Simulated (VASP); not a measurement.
# NbTe8Mo3 (P-6m2) in VASP: single point with PBE

Aim: the single point of NbTe8Mo3 with PBE.

Everything below comes from runs of VASP 6.6.1. Logs are shortened: lines on timing, memory, paths and dates and some standing lists are left out, and cuts for length are marked.

## (1) The cell of the first run

It takes space group P-6m2 (No. 187, hexagonal). Conventional cell: a = 3.585 Å, b = 3.585 Å, c = 34.606 Å, α = 90.00°, β = 90.00°, γ = 120.00°. Nb (site symmetry -6m2) has 6 Te at 2.80 Å and 6 Nb at 3.58 Å within 3.7 Å. Within 3.6 Å of Te (site symmetry 3m) lie 3 Mo at 2.74 Å and 7 Te at 3.58 to 3.60 Å. Within 3.6 Å of Te (site symmetry 3m) lie 3 Mo at 2.74 Å and 7 Te at 3.58 to 3.59 Å. Te (site symmetry 3m) has 3 Mo at 2.74 Å and 7 Te at 3.58 to 3.60 Å within 3.6 Å. Within 3.8 Å of Te (site symmetry 3m) lie 3 Nb at 2.80 Å and 7 Te at 3.58 to 3.78 Å. Within 3.6 Å of Mo (site symmetry 3m) lie 6 Te at 2.74 Å and 6 Mo at 3.58 Å. Within 3.6 Å of Mo (site symmetry -6m2) lie 6 Te at 2.74 Å and 6 Mo at 3.58 Å.

## (2) Single point, PBE, collinear spin

INCAR

```
PREC = Accurate
ENCUT = 520
EDIFF = 1E-6
ISMEAR = 0
SIGMA = 0.1
LREAL = False
LASPH = True
NELM = 150
ALGO = Normal
ISIF = 2
LWAVE = False
LCHARG = True
ISPIN = 2
MAGMOM = 0.33 0 0 0 0 0 0 0 0 0 0 0
LORBIT = 11
LMAXMIX = 4
GGA = PE
LELF = True
LVHAR = True
NBANDS = 68
```

KPOINTS

```
regular mesh
0
Gamma
  6 6 1
```

POSCAR

```
NbTe8Mo3
1.0
    3.5847311000      0.0000000000      0.0000000000
   -1.7923655000      3.1044682000      0.0000000000
    0.0000000000      0.0000000000     34.6056968000
Nb Te Mo
1 8 3
Direct
    0.0000000000      0.0000000000      0.0000000000
    0.3333333000      0.6666667000      0.1982900000
    0.3333333000      0.6666667000      0.4480580000
    0.3333333000      0.6666667000      0.6978210000
    0.3333333000      0.6666667000      0.9453720000
    0.3333333000      0.6666667000      0.0546280000
    0.3333333000      0.6666667000      0.3021790000
    0.3333333000      0.6666667000      0.5519420000
    0.3333333000      0.6666667000      0.8017100000
    0.0000000000      0.0000000000      0.2502340000
    0.0000000000      0.0000000000      0.5000000000
    0.0000000000      0.0000000000      0.7497660000
```

Potentials or basis: VASP PAW PBE potentials, release 64 (Nb_sv, Te, Mo_sv).

Launch:

```sh
$ cat potpaw_PBE.64/Nb_sv/POTCAR potpaw_PBE.64/Te/POTCAR potpaw_PBE.64/Mo_sv/POTCAR > POTCAR
$ mpirun -np 1 vasp_std > vasp.out
```

OUTCAR:

```text
PREC = Accurate
   ENCUT = 520
   EDIFF = 1E-6
   ISMEAR = 0
   LREAL = False
   LASPH = True
   NELM = 150
   ISIF = 2
   ISPIN = 2
   LORBIT = 11
   GGA = PE

 ion  position               nearest neighbor table
   1  0.000  0.000  0.000-   5 2.80   6 2.80   5 2.80   6 2.80   5 2.80   6 2.80
   2  0.333  0.667  0.198-  10 2.74  10 2.74  10 2.74   7 3.60
   3  0.333  0.667  0.448-  11 2.74  11 2.74  11 2.74   8 3.59
   4  0.333  0.667  0.698-  12 2.74  12 2.74  12 2.74   9 3.60
   5  0.333  0.667  0.945-   1 2.80   1 2.80   1 2.80
   6  0.333  0.667  0.055-   1 2.80   1 2.80   1 2.80
   7  0.333  0.667  0.302-  10 2.74  10 2.74  10 2.74   2 3.60
   8  0.333  0.667  0.552-  11 2.74  11 2.74  11 2.74   3 3.59
   9  0.333  0.667  0.802-  12 2.74  12 2.74  12 2.74   4 3.60
  10  0.000  0.000  0.250-   2 2.74   2 2.74   2 2.74   7 2.74   7 2.74   7 2.74
  11  0.000  0.000  0.500-   3 2.74   8 2.74   3 2.74   8 2.74   3 2.74   8 2.74
  12  0.000  0.000  0.750-   9 2.74   9 2.74   9 2.74   4 2.74   4 2.74   4 2.74

  LATTYP: Found a hexagonal cell.
 ALAT       =     3.5847311000
 C/A-ratio  =     9.6536381209

  Lattice vectors:

 A1 = (   3.5847311000,   0.0000000000,   0.0000000000)
 A2 = (  -1.7923655000,   3.1044682000,   0.0000000000)
 A3 = (   0.0000000000,   0.0000000000,  34.6056968000)

Analysis of symmetry for initial positions (statically):
=====================================================================
 Subroutine PRICEL returns:
 Original cell was already a primitive cell.

 Routine SETGRP: Setting up the symmetry group for a
 hexagonal supercell.

 Subroutine GETGRP returns: Found 12 space group operations
 (whereof 12 operations were pure point group operations)
 out of a pool of 24 trial point group operations.

The static configuration has the point symmetry D_3h.

Analysis of symmetry for dynamics (positions and initial velocities):
=====================================================================
 Subroutine PRICEL returns:
 Original cell was already a primitive cell.

 Routine SETGRP: Setting up the symmetry group for a
 hexagonal supercell.

 Subroutine GETGRP returns: Found 12 space group operations
 (whereof 12 operations were pure point group operations)
 out of a pool of 24 trial point group operations.

The dynamic configuration has the point symmetry D_3h.

Analysis of structural, dynamic, and magnetic symmetry:
=====================================================================
 Subroutine PRICEL returns:
 Original cell was already a primitive cell.

 Routine SETGRP: Setting up the symmetry group for a
 hexagonal supercell.

 Subroutine GETGRP returns: Found 12 space group operations
 (whereof 12 operations were pure point group operations)
 out of a pool of 24 trial point group operations.

The overall configuration has the point symmetry D_3h.

 Subroutine INISYM returns: Found 12 space group operations
 (whereof 12 operations are pure point group operations),
 and found     1 'primitive' translations

----------------------------------------------------------------------------------------

                                     Primitive cell

  volume of cell :     385.1159

  direct lattice vectors                    reciprocal lattice vectors
     3.584731100  0.000000000  0.000000000     0.278960952  0.161058176  0.000000000
    -1.792365500  3.104468200  0.000000000     0.000000000  0.322116361  0.000000000
     0.000000000  0.000000000 34.605696800     0.000000000  0.000000000  0.028896976

  length of vectors
     3.584731100  3.584731076 34.605696800     0.322116359  0.322116361  0.028896976

  position of ions in fractional coordinates (direct lattice)
     0.000000000  0.000000000  0.000000000
     0.333333300  0.666666700  0.198290000
     0.333333300  0.666666700  0.448058000
     0.333333300  0.666666700  0.697821000
     0.333333300  0.666666700  0.945372000
     0.333333300  0.666666700  0.054628000
     0.333333300  0.666666700  0.302179000
     0.333333300  0.666666700  0.551942000
     0.333333300  0.666666700  0.801710000
     0.000000000  0.000000000  0.250234000
     0.000000000  0.000000000  0.500000000
     0.000000000  0.000000000  0.749766000

  ion indices of the primitive-cell ions
   primitive index   ion index
                 1           1
                 2           2
                 3           3
                 4           4
                 5           5
                 6           6
                 7           7
                 8           8
                 9           9
                10          10
                11          11
                12          12

----------------------------------------------------------------------------------------

 KPOINTS: regular mesh

Automatic generation of k-mesh.
 Grid dimensions read from file:
 generate k-points for:    6    6    1

 Generating k-lattice:

  Cartesian coordinates                     Fractional coordinates (reciprocal lattice)
     0.046493492  0.026843029  0.000000000     0.166666667 -0.000000000  0.000000000
     0.000000000  0.053686060  0.000000000     0.000000000  0.166666667  0.000000000
     0.000000000  0.000000000  0.028896976     0.000000000  0.000000000  1.000000000

  Length of vectors
     0.053686060  0.053686060  0.028896976

  Shift w.r.t. Gamma in fractional coordinates (k-lattice)
     0.000000000  0.000000000  0.000000000

 Subroutine IBZKPT returns following result:
 ===========================================

 Found      7 irreducible k-points:

 Following reciprocal coordinates:
            Coordinates               Weight
  0.000000  0.000000  0.000000      1.000000
  0.166667  0.000000  0.000000      6.000000
  0.333333  0.000000  0.000000      6.000000
  0.500000  0.000000  0.000000      3.000000
  0.166667  0.166667  0.000000      6.000000
  0.333333  0.166667  0.000000     12.000000
  0.333333  0.333333  0.000000      2.000000
   k-points           NKPTS =      7   k-points in BZ     NKDIM =      7   number of bands    NBANDS=     68
   number of dos      NEDOS =    301   number of ions     NIONS =     12
   total plane-waves  NPLWV = 211680
   dimension x,y,z NGX =    28 NGY =   28 NGZ =  270
   dimension x,y,z NGXF=    56 NGYF=   56 NGZF=  540
   ions per type =               1   8   3
   NGX,Y,Z   is equivalent  to a cutoff of  12.99, 12.99, 12.97 a.u.
   NGXF,Y,Z  is equivalent  to a cutoff of  25.97, 25.97, 25.94 a.u.
 SYSTEM =  unknown system
   PREC   = accura    normal or accurate (medium, high low for compatibility)
   ISTART =      0    job   : 0-new  1-cont  2-samecut
   ICHARG =      2    charge: 1-file 2-atom 10-const
   ISPIN  =      2    spin polarized calculation?
   LNONCOLLINEAR =      F non collinear calculations
   LSORBIT =      F    spin-orbit coupling
   LASPH  =      T    aspherical Exc in radial PAW
   ENCUT  =  520.0 eV  38.22 Ry    6.18 a.u.   6.67  6.67 64.34*2*pi/ulx,y,z
   NELM   =    150;   NELMIN=  2; NELMDL= -5     # of ELM steps
   EDIFF  = 0.1E-05   stopping-criterion for ELM
   LREAL  =      F    real-space projection
   EDIFFG = 0.1E-04   stopping-criterion for IOM
   NSW    =      0    number of steps for IOM
   IBRION =     -1    ionic relax: 0-MD 1-quasi-New 2-CG
   NFREE  =      0    steps in history (QN), initial steepest desc. (CG)
   ISIF   =      2    stress and relaxation
   ISYM   =      2    0-nonsym 1-usesym 2-fastsym
   POTIM  = 0.5000    time-step for ionic-motion
   TEBEG  =    0.0;   TEEND  =   0.0 temperature during run
   PSTRESS=    0.0 pullay stress
   NELECT =     103.0000    total number of electrons
   NUPDOWN=      -1.0000    fix difference up-down
   EMIN   =  10.00;   EMAX   =-10.00  energy-range for DOS
   EFERMI =   0.00;   METHOD = LEGACY
   ISMEAR =     0;   SIGMA  =   0.10  broadening in eV -4-tet -1-fermi 0-gaus
   EFERMI_NEDOS =   21; number of points for ismear=-14 and -15
   IALGO  =     38    algorithm
   IMIX   =      4    mixing-type and parameters
     AMIX     =   0.40;   BMIX     =  1.00
     AMIX_MAG =   1.60;   BMIX_MAG =  1.00
  volume/ion in A,a.u.               =      32.09       216.57
  Fermi-wavevector in a.u.,A,eV,Ry     =   1.054768  1.993222 15.136953  1.112535
  Thomas-Fermi vector in A             =   2.189940
   LORBIT       =     11    0 simple, 1 ext, 2 COOP (PROOUT), +10 PAW based schemes
   GGA     = PE    functional components
   LHFCALC =     F    Hartree Fock is set to
   AEXX    =    0.0000 exact exchange contribution
   IVDW    =     0    specifies the selected vdW correction
   LEPSILON=     F    determine dielectric tensor
   LRPA    =     F    only Hartree local field effects (RPA)
 spin polarized calculation
 Gauss-broadening in eV      SIGMA  =   0.10
  energy-cutoff  :      520.00
  volume of cell :      385.12
 maximum number of plane-waves:     10485
 NGX is ok and might be reduce to    28
   NGX = 13   NGY = 13   NGZ =129

 number of electron     102.9999995 magnetization       0.4763394

 Free energy of the ion-electron system (eV)
  ---------------------------------------------------
  ext. energy  EPLUGINS =         0.00000000
  ---------------------------------------------------
  free energy    TOTEN  =       -71.82150127 eV

  energy without entropy =      -71.80523684  energy(sigma->0) =      -71.81336905

 E-fermi :   5.2981     XC(G=0):  -8.8284

 val. band max:        5.2229084910   @ k =   0.5000   0.0000   0.0000
 cond. band min:       5.3150445275   @ k =   0.3333   0.1667   0.0000
 fundamental gap:      0.0921360365
 Fermi energy:         5.2981485212

 spin component 1

 k-point     1 :       0.0000    0.0000    0.0000
  band No.  band energies     occupation
      1     -55.5568      1.00000
      2     -55.5473      1.00000
      3     -55.5473      1.00000
      4     -49.6798      1.00000
      5     -29.6896      1.00000
      6     -29.6786      1.00000
[... 451 lines left out ...]
     62       7.6021      0.00000
     63       7.6462      0.00000
 Fermi energy:         5.2981485212

 spin component 2

 k-point     1 :       0.0000    0.0000    0.0000
  band No.  band energies     occupation
      1     -55.5568      1.00000
      2     -55.5466      1.00000
      3     -55.5466      1.00000
      4     -49.4799      1.00000
      5     -29.6895      1.00000
      6     -29.6776      1.00000
[... 451 lines left out ...]
     62       7.6474      0.00000
     63       7.6719      0.00000
 [bands above 63 left out]

------------------------ aborting loop because EDIFF is reached ----------------------------------------

  FORCE on cell =-STRESS in cart. coord.  units (eV):
  Direction    XX          YY          ZZ          XY          YZ          ZX
  --------------------------------------------------------------------------------------
  -------------------------------------------------------------------------------------
  Total       -0.0864804     -0.0864804     -0.1411639     -0.0000000      0.0000000      0.0000000
  in kB       -0.3597801     -0.3597801     -0.5872768     -0.0000000      0.0000000      0.0000000
  external PRESSURE =      -0.4356123 kB  Pullay stress =       0.0000000 kB

 VOLUME and BASIS-vectors are now :
 -----------------------------------------------------------------------------
  energy-cutoff  :      520.00
  volume of cell :      385.12
      direct lattice vectors                 reciprocal lattice vectors
     3.584731100  0.000000000  0.000000000     0.278960952  0.161058176  0.000000000
    -1.792365500  3.104468200  0.000000000     0.000000000  0.322116361  0.000000000
     0.000000000  0.000000000 34.605696800     0.000000000  0.000000000  0.028896976

 POSITION                                       TOTAL-FORCE (eV/Angst)
 -----------------------------------------------------------------------------------
      0.00000      0.00000      0.00000        -0.000000     -0.000000      0.000000
     -0.00000      2.06965      6.86196         0.000000     -0.000000     -0.015696
     -0.00000      2.06965     15.50536         0.000000     -0.000000     -0.018169
     -0.00000      2.06965     24.14858         0.000000     -0.000000     -0.012535
     -0.00000      2.06965     32.71526        -0.000000      0.000000      0.036846
     -0.00000      2.06965      1.89044        -0.000000      0.000000     -0.036846
     -0.00000      2.06965     10.45711         0.000000     -0.000000      0.012535
     -0.00000      2.06965     19.10034        -0.000000     -0.000000      0.018169
     -0.00000      2.06965     27.74373         0.000000     -0.000000      0.015696
      0.00000      0.00000      8.65952        -0.000000      0.000000      0.001612
      0.00000      0.00000     17.30285        -0.000000     -0.000000      0.000000
      0.00000      0.00000     25.94617        -0.000000      0.000000     -0.001612
 -----------------------------------------------------------------------------------
    total drift:                                0.000377     -0.000220      0.000000

  FREE ENERGIE OF THE ION-ELECTRON SYSTEM (eV)
  ---------------------------------------------------
  free  energy   TOTEN  =       -71.8215012695 eV

  energy  without entropy=      -71.8052368382  energy(sigma->0) =      -71.81336905

 total charge

# of ion       s       p       d       tot
------------------------------------------
    1        2.144   6.001   2.447  10.593
    2        1.384   1.970   0.057   3.410
    3        1.383   1.971   0.057   3.411
    4        1.383   1.971   0.057   3.411
    5        1.383   1.997   0.051   3.430
    6        1.383   1.997   0.051   3.430
    7        1.383   1.971   0.057   3.411
    8        1.383   1.971   0.057   3.411
    9        1.384   1.970   0.057   3.410
   10        2.249   6.137   3.946  12.332
   11        2.249   6.138   3.945  12.332
   12        2.249   6.137   3.946  12.332
--------------------------------------------------
tot         19.958  40.230  14.724  74.912

 magnetization (x)

# of ion       s       p       d       tot
------------------------------------------
    1        0.004   0.003   0.294   0.301
    2        0.000   0.001  -0.000   0.001
    3        0.000   0.000  -0.000   0.000
    4        0.000  -0.000   0.000  -0.000
    5        0.000   0.004   0.002   0.006
    6        0.000   0.004   0.002   0.006
    7        0.000  -0.000   0.000  -0.000
    8        0.000   0.000  -0.000   0.000
    9        0.000   0.001  -0.000   0.001
   10        0.000   0.000   0.001   0.001
   11        0.000   0.000   0.000   0.000
   12        0.000   0.000   0.001   0.001
--------------------------------------------------
tot          0.004   0.013   0.300   0.317
```

It took 85 min on 1 thread of Intel Xeon 8259CL, shared host; peak memory 0.85 GiB.

Results:

- Free energy: -71.8215 eV
- Pressure: 0.0 GPa
- Largest force: 0.037 eV/Å
- Net moment: 0.48 μB per cell
- Site moments: Nb +0.30; Te +0.00, -0.00, +0.01 (each value once); Mo +0.00 μB
- Valence electrons inside the program's atomic spheres: Nb 10.59; Te 3.41, 3.43 (each value once); Mo 12.33

Forces in eV/Å, atoms in the order of the input:
```
Nb   0.000  0.000  0.000
Te   0.000  0.000 -0.016
Te   0.000  0.000 -0.018
Te   0.000  0.000 -0.013
Te   0.000  0.000  0.037
Te   0.000  0.000 -0.037
Te   0.000  0.000  0.013
Te   0.000  0.000  0.018
Te   0.000  0.000  0.016
Mo   0.000  0.000  0.002
Mo   0.000  0.000  0.000
Mo   0.000  0.000 -0.002
```

Caveat: spin-orbit coupling is left out, which moves the levels of the heavy elements; this functional lacks dispersion, which binds the layers, so the pressure and a relaxed spacing across them are unreliable.
